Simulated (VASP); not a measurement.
Pb:

```
Pb
1.0
     3.57074    0.00000    0.00000
    -1.78537    3.09236    0.00000
     0.00000    0.00000   11.64651
Pb
4
Direct
  0.66667 0.33333 0.75000
  0.00000 0.00000 0.50000
  0.33333 0.66667 0.25000
  0.00000 0.00000 0.00000
```

This cell differs from its parent crystal: volume scaled by 1.04.

Base run:

```yaml
Program: VASP 6.6.1
Functional: PBEsol
Potentials_or_basis: VASP PAW PBE potentials, release 64 (Pb_d)
Cutoff: 520 eV
k_mesh: 9 × 9 × 3
Occupations: fermi-dirac, width 0.05 eV
Spin: no spin polarisation
```

Its results: band gap on the k mesh zero (band 28 reaches 11.79 eV, above the bottom of band 29 at 4.53 eV); pressure -3.1 GPa.

**Question.** The run is repeated on the same cell with these changes: functional from PBEsol to PBE. What comes out?

**Answer.** Band gap on the k mesh zero (band 28 reaches 11.98 eV, above the bottom of band 29 at 4.72 eV); pressure -0.5 GPa.

PBE binds less tightly than PBEsol, so the same cell stands under more pressure.

Caveats: spin-orbit coupling is left out, which moves the levels of the heavy elements; the PAW data sets were made with another functional, which shifts forces and pressure a little (some runs).
